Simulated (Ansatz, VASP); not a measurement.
**One calculation of CaO, two programs**

```
Ca O
1.0
    -0.10129    2.39216    2.39216
     2.39216   -0.10129    2.39216
     2.39216    2.39216   -0.10129
Ca O
1 1
Direct
  0.00000 0.00000 0.00000
  0.50000 0.50000 0.50000
```

Change from the starting cell: epitaxial_111 strain +4.0%.

Alike in both runs: task single point; functional PBE; k mesh 10 × 10 × 10; occupations fermi-dirac, width 0.02 eV; no spin polarisation.

```csv
,VASP,Ansatz
version,VASP 6.6.1,Ansatz 0.2.0
potentials or method,"VASP PAW PBE potentials, release 64 (Ca_sv, O)","plane waves, PAW"
plane-wave cutoff (eV),520,420
valence electrons in the cell,16,16
```

|  | VASP | Ansatz | Ansatz less VASP |
| --- | --- | --- | --- |
| gap on the k mesh at the Fermi level (eV) | 3.49 | 3.51 | +0.018 |
| pressure (GPa) | -2.9 | -3.3 | -0.44 |
| traceless stress, the component that is largest in VASP (GPa) | 2.77 | 2.79 | +0.020 |
